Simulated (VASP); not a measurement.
Wanted: the native input for a VASP 6.6.1 run.

```
Task                   : single point
Functional             : r2SCAN
Potentials or basis    : VASP PAW PBE potentials, release 64 (Pt_sv_GW)
Cutoff                 : 630 eV
k mesh                 : 18 × 18 × 10
Occupations            : gaussian, width 0.15 eV
Spin                   : no spin polarisation
Dipole correction      : no
Further INCAR settings : ALGO = Normal; EDIFF = 1e-06; NBANDS = 25
```

Pt:

```
CELL_PARAMETERS angstrom
2.53981 0.00000 0.00000
-1.26991 2.19954 0.00000
0.00000 0.00000 4.40876
ATOMIC_POSITIONS crystal
Pt 0.66667 0.33333 0.75000
Pt 0.33333 0.66667 0.25000
```

This cell differs from its parent crystal: strain -0.080 along x and y, -0.080 along z.

The input as run:

POSCAR

```
Pt
1.0
    2.5398123665      0.0000000000      0.0000000000
   -1.2699061833      2.1995420302      0.0000000000
    0.0000000000      0.0000000000      4.4087632800
Pt
2
Direct
    0.6666666667      0.3333333333      0.7500000000
    0.3333333333      0.6666666667      0.2500000000
```

INCAR.step1

```
SYSTEM = Pt
  ALGO = Normal
  EDIFF = 1E-5
  ENCUT = 630
  GGA = PE
  GGA_COMPAT = .FALSE.
  ISMEAR = 0
  LASPH = .TRUE.
  LCHARG = .FALSE.
  LREAL = .FALSE.
  LWAVE = .TRUE.
  NBANDS = 25
  NELM = 120
  PREC = Accurate
  SIGMA = 0.15
```

INCAR.step2

```
SYSTEM = Pt
  ALGO = Normal
  EDIFF = 1E-6
  ENCUT = 630
  GGA_COMPAT = .FALSE.
  ISIF = 2
  ISMEAR = 0
  ISTART = 1
  LASPH = .TRUE.
  LCHARG = .FALSE.
  LMIXTAU = .TRUE.
  LREAL = .FALSE.
  LWAVE = .FALSE.
  METAGGA = R2SCAN
  NBANDS = 25
  NELM = 120
  PREC = Accurate
  SIGMA = 0.15
```

KPOINTS

```
k-points
0
G
  18 18 10
  0 0 0
```

Potentials or basis: VASP PAW PBE potentials, release 64 (Pt_sv_GW).

Command:

```console
$ cat potpaw_PBE.64/Pt_sv_GW/POTCAR > POTCAR
$ cp INCAR.step1 INCAR
$ mpirun -np 1 vasp_std > vasp.out
$ cp INCAR.step2 INCAR
$ mpirun -np 1 vasp_std > vasp.out
```

Results of the run:

```
Pressure               : 107.5 GPa
Band gap on the k mesh : zero (bands 18 and 19 overlap by 2.13 eV)
```

Caveat: the cell differs from its parent crystal (strain -0.080 along x and y, -0.080 along z); the stress differs along the axes, from 98 to 112 GPa; the PAW data sets were made with another functional, which shifts forces and pressure a little; spin-orbit coupling is left out, which moves the levels of the heavy elements.

It took 5.5 min on 1 thread of AMD EPYC 9R45 96-Core Processor (Zen 5), on a shared host, peak memory 0.26 GiB.
